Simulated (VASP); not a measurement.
A run of VASP 6.6.1 is set up as follows.

INCAR

```
PREC = Accurate
ENCUT = 520
EDIFF = 1E-7
ISMEAR = -1
SIGMA = 0.05
LREAL = F
LASPH = T
NELM = 80
ALGO = Normal
ISIF = 2
LWAVE = F
LCHARG = T
GGA = PE
LELF = T
LVHAR = T
NBANDS = 16
```

Contents of KPOINTS:

```
regular mesh
0
Gamma
  10 10 10
```

POSCAR

```
GaSb
1.0
   -1.5658897941      2.5274718791      2.7981185728
    1.5658897941     -2.5274718791      2.7981185728
    1.5658897941      2.5274718791     -2.7981185728
Sb Ga
1 1
Direct
    0.5000000000      0.5000000000      0.0000000000
    0.0000000000      0.0000000000      0.0000000000
```

Potentials or basis: VASP PAW PBE potentials, release 64 (Sb, Ga_d).

Run with:

```bash
$ cat potpaw_PBE.64/Sb/POTCAR potpaw_PBE.64/Ga_d/POTCAR > POTCAR
$ mpirun -np 1 vasp_std > vasp.out
```

Problem. What does it give for the band gap on the k mesh?

Solution. Zero (bands 9 and 10 overlap by 5.71 eV).

Problem. Predict the pressure.

Solution. 5.0 GPa.

Caveat: the cell stands under pressure; spin-orbit coupling is left out, which moves the levels of the heavy elements.
